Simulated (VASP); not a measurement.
# Ti4C in VASP: further runs, part 2 of 2

VASP 6.6.1.

### 3 Relaxation of the atoms, PBEsol

INCAR reads:

```
SYSTEM = Ti4C
PREC = Accurate ; ENCUT = 520
EDIFF = 1E-6 ; ISMEAR = 0
SIGMA = 0.1 ; LREAL = .FALSE.
LASPH = .TRUE. ; NELM = 60
ALGO = Fast ; ISIF = 2
LWAVE = .FALSE. ; LCHARG = .FALSE.
LDIPOL = .TRUE. ; IDIPOL = 3
DIPOL = 0.5 0.5 0.338 ; GGA = PS
IBRION = 2 ; NSW = 36
EDIFFG = -0.025
```

KPOINTS reads:

```
Automatic mesh
0
G
  9 7 1
  0 0 0
```

POSCAR reads:

```
Ti4C
1.0
    2.8676282151      0.0000000000      0.0000000000
    0.0000000000      4.0554387137      0.0000000000
    0.0000000000      0.0000000000     19.6054200203
Ti C
4 1
Selective dynamics
Direct
    0.5000000000      0.5000000000      0.2040252132  F F F
    0.0000000000      0.0000000000      0.2771587704  F F F
    0.5000000000      0.5000000000      0.3434213386  F F F
    0.0000000000      0.0000000000      0.4134275120  F F F
    0.0000000000      0.5000000000      0.4501520504  F F T
```

Potentials or basis: VASP PAW PBE potentials, release 64 (Ti_sv, C).

Run with:

```
cat potpaw_PBE.64/Ti_sv/POTCAR potpaw_PBE.64/C/POTCAR > POTCAR
mpirun -np 1 vasp_std > vasp.out
```

OUTCAR:

```text
SYSTEM = Ti4C
   PREC = Accurate
   ENCUT = 520
   EDIFF = 1E-6
   ISMEAR = 0
   LREAL = .FALSE.
   LASPH = .TRUE.
   NELM = 60
   ISIF = 2
   GGA = PS
   IBRION = 2
   NSW = 36
   EDIFFG = -0.025

 ion  position               nearest neighbor table
   1  0.500  0.500  0.204-   3 2.73   2 2.87   2 2.87   2 2.87   2 2.87
   2  0.000  0.000  0.277-   4 2.67   3 2.80   3 2.80   3 2.80   3 2.80   1 2.87   1 2.87   1 2.87
                             1 2.87
   3  0.500  0.500  0.343-   1 2.73   2 2.80   2 2.80   2 2.80   2 2.80   4 2.84   4 2.84   4 2.84
                             4 2.84
   4  0.000  0.000  0.413-   5 2.15   5 2.15   2 2.67   3 2.84   3 2.84   3 2.84   3 2.84
   5  0.000  0.500  0.450-   4 2.15   4 2.15

  LATTYP: Found a simple orthorhombic cell.
 ALAT       =     2.8676282151
 B/A-ratio  =     1.4142135624
 C/A-ratio  =     6.8368067789

  Lattice vectors:

 A1 = (   2.8676282151,   0.0000000000,   0.0000000000)
 A2 = (   0.0000000000,   4.0554387137,   0.0000000000)
[... 1050 lines left out ...]
  -------------------------------------------------------------------------------------
  Total        6.4374346     -0.9747462      2.9954767      0.0000000      0.0000000      0.0000000
  in kB       45.2362481     -6.8496015     21.0493984      0.0000000      0.0000000      0.0000000
  external PRESSURE =      19.8120150 kB  Pullay stress =       0.0000000 kB
[... 26 lines left out ...]
--------------------------------------- Ionic step       11  -------------------------------------------

 number of electron      52.0000015 magnetization

 dipolmoment           0.000000      0.000000      0.015077 electrons x Angstroem

 Free energy of the ion-electron system (eV)
  ---------------------------------------------------
  ext. energy  EPLUGINS =         0.00000000
  ---------------------------------------------------
  free energy    TOTEN  =       -39.36780579 eV

  energy without entropy =      -39.33293555  energy(sigma->0) =      -39.35037067

 E-fermi :   0.3320     XC(G=0):  -4.7114

 val. band max:        0.3286595593   @ k =   0.0000   0.1429   0.0000
 cond. band min:       0.3354029842   @ k =   0.1111   0.1429   0.0000
 fundamental gap:      0.0067434250
 Fermi energy:         0.3319710143

 k-point     1 :       0.0000    0.0000    0.0000
  band No.  band energies     occupation
      1     -56.3505      2.00000
      2     -55.9741      2.00000
      3     -55.8915      2.00000
      4     -55.5953      2.00000
      5     -32.8583      2.00000
      6     -32.7766      2.00000
[... 669 lines left out ...]
     30       1.5996      0.00000
     31       1.7161      0.00000

------------------------ aborting loop because EDIFF is reached ----------------------------------------

 vacuum level on the upper side and lower side of the slab       (xc-potential included)        -0.086        -0.324

  FORCE on cell =-STRESS in cart. coord.  units (eV):
  Direction    XX          YY          ZZ          XY          YZ          ZX
  --------------------------------------------------------------------------------------
  -------------------------------------------------------------------------------------
  Total        6.2906573     -0.9981556      2.8488186      0.0000000      0.0000000      0.0000000
  in kB       44.2048348     -7.0141009     20.0188230      0.0000000      0.0000000      0.0000000
  external PRESSURE =      19.0698523 kB  Pullay stress =       0.0000000 kB
[... 20 lines left out ...]
  FREE ENERGIE OF THE ION-ELECTRON SYSTEM (eV)
  ---------------------------------------------------
  free  energy   TOTEN  =       -39.3678057914 eV

  energy  without entropy=      -39.3329355505  energy(sigma->0) =      -39.35037067

 reached required accuracy - stopping structural energy minimisation

 vacuum level on the upper side and lower side of the slab         3.798         3.550
```

OSZICAR:

```text
N       E                     dE             d eps       ncg     rms          rms(c)
DAV:   1     0.597882847723E+03    0.59788E+03   -0.28355E+04  1512   0.163E+03
DAV:   2     0.425043698528E+02   -0.55538E+03   -0.54777E+03  1318   0.504E+02
DAV:   3    -0.339373659571E+02   -0.76442E+02   -0.74943E+02  2128   0.159E+02
[... 412 lines left out ...]
RMM:   7    -0.393677989690E+02   -0.15809E-05   -0.13623E-04  1584   0.452E-02    0.962E-03
RMM:   8    -0.393678006126E+02   -0.16436E-05   -0.35152E-05  1420   0.280E-02    0.381E-03
RMM:   9    -0.393678032512E+02   -0.26386E-05   -0.21281E-05  1336   0.158E-02    0.188E-03
RMM:  10    -0.393678048367E+02   -0.15856E-05   -0.11678E-05  1137   0.107E-02    0.161E-03
RMM:  11    -0.393678057914E+02   -0.95461E-06   -0.63315E-06  1070   0.873E-03
  11 F= -.39367806E+02 E0= -.39350371E+02  d E =-.535052E-03
```

CONTCAR:

```text
Ti4C
   1.00000000000000
     2.8676282150999999    0.0000000000000000    0.0000000000000000
     0.0000000000000000    4.0554387137000001    0.0000000000000000
     0.0000000000000000    0.0000000000000000   19.6054200202999986
  Ti              C
     4     1
Selective dynamics
Direct
     0.5000000000000000    0.5000000000000000    0.2040252131999978   F   F   F
     0.0000000000000000    0.0000000000000000    0.2771587703999998   F   F   F
     0.5000000000000000    0.5000000000000000    0.3434213386000025   F   F   F
     0.0000000000000000    0.0000000000000000    0.4134275119999984   F   F   F
     0.0000000000000000    0.5000000000000000    0.4144353786208280   F   F   T

  0.00000000E+00  0.00000000E+00  0.00000000E+00
  0.00000000E+00  0.00000000E+00  0.00000000E+00
  0.00000000E+00  0.00000000E+00  0.00000000E+00
  0.00000000E+00  0.00000000E+00  0.00000000E+00
  0.00000000E+00  0.00000000E+00  0.00000000E+00
```

It took 1.6 h on 1 thread of Oxide Virtual Turin-like, shared host; peak memory 0.37 GiB.

What came out:

* Free energy: -39.3678 eV
* Energy gained by relaxing: 194.6 meV/atom
* Ionic steps: 11
* Band gap on the k mesh: zero (bands 26 and 27 overlap by 0.17 eV)

The path:
```
step  energy change (eV)  largest force on free atoms (eV/Å)  pressure (GPa)
   1              0.0000                              2.5183           -2.13
   2             -0.2815                              2.0949           -1.48
   3             -0.8310                              0.9678            0.49
   4              0.9756                              8.2928            6.99
   5             -0.9009                              0.8551            0.94
   6             -0.7606                              2.4659            3.49
   7             -0.9599                              0.4714            1.52
   8             -0.9674                              0.3429            2.15
   9             -0.9729                              0.0364            1.88
  10             -0.9724                              0.1058            1.98
  11             -0.9729                              0.0011            1.91
```

Final structure:
```
CELL_PARAMETERS angstrom
2.86763 0.00000 0.00000
0.00000 4.05544 0.00000
0.00000 0.00000 19.60542
ATOMIC_POSITIONS crystal
Ti 0.50000 0.50000 0.20403
Ti 0.00000 0.00000 0.27716
Ti 0.50000 0.50000 0.34342
Ti 0.00000 0.00000 0.41343
C 0.00000 0.50000 0.41444
```

Caveat: the PAW data sets were made with another functional, which shifts forces and pressure a little.

The gap in the log of VASP goes by the Fermi energy; the results here count the filled bands.